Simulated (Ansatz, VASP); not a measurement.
**Tc: VASP beside Ansatz**

The input INCAR:

```
ALGO = Fast ; EDIFF = 1E-6
ENCUT = 520 ; GGA = PS
ISIF = 2 ; ISMEAR = -1
LASPH = True ; LCHARG = True
LELF = True ; LREAL = False
LVHAR = True ; LWAVE = False
NBANDS = 20 ; NELM = 100
PREC = Accurate ; SIGMA = 0.05
```

The input KPOINTS:

```
k-points
0
Gamma
  11 11 6
```

The input POSCAR:

```
Tc
1.0
    2.7029684335      0.0000000000      0.0000000000
   -1.3514842167      2.3408393290      0.0000000000
    0.0000000000      0.0000000000      4.3385602812
Tc
2
Direct
    0.6666666667      0.3333333333      0.7500000000
    0.3333333333      0.6666666667      0.2500000000
```

File input.yaml:

```yaml
crystal:
  lattice:
    - [2.7029684335, 0.0, 0.0]
    - [-1.3514842167, 2.340839329, 0.0]
    - [0.0, 0.0, 4.3385602812]
  atoms:
    - { symbol: Tc, position: [0.6666666667, 0.3333333333, 0.75] }
    - { symbol: Tc, position: [0.3333333333, 0.6666666667, 0.25] }
kpoints:
  mp_grid: { grid: [11, 11, 6] }
scf:
  occupations: { method: fermi_dirac, width: 0.05 }
hamiltonian:
  xc: pbesol
  pseudopotentials: { kind: all_electron, lapw: { basis_error: 0.0005 } }
output:
  forces: true
  stress: true
  eigenvalues: true
```

Change from the starting cell: volume scaled by 0.96.

Alike in both runs: task single point; functional PBEsol; k mesh 11 × 11 × 6; occupations fermi-dirac, width 0.05 eV; no spin polarisation.

```csv
,VASP,Ansatz
version,VASP 6.6.1,Ansatz 0.2.0
potentials or method,"VASP PAW PBE potentials, release 64 (Tc_pv), cutoff 520 eV","all-electron LAPW, scalar-relativistic"
```

Ansatz gave:

```
gap on the k mesh at the Fermi level (eV)                     : none
pressure (GPa)                                                : 6.7
traceless stress, the component that is largest in VASP (GPa) : -0.05
```

Which values does VASP return?

gap on the k mesh at the Fermi level (eV): none; pressure (GPa): 6.1; traceless stress, the component that is largest in VASP (GPa): -0.05.

VASP's potentials were made for PBE, not for PBEsol. A gap of «none» marks a metal or a gap that the smearing closes. Ansatz ran all-electron here, and VASP with PAW potentials.
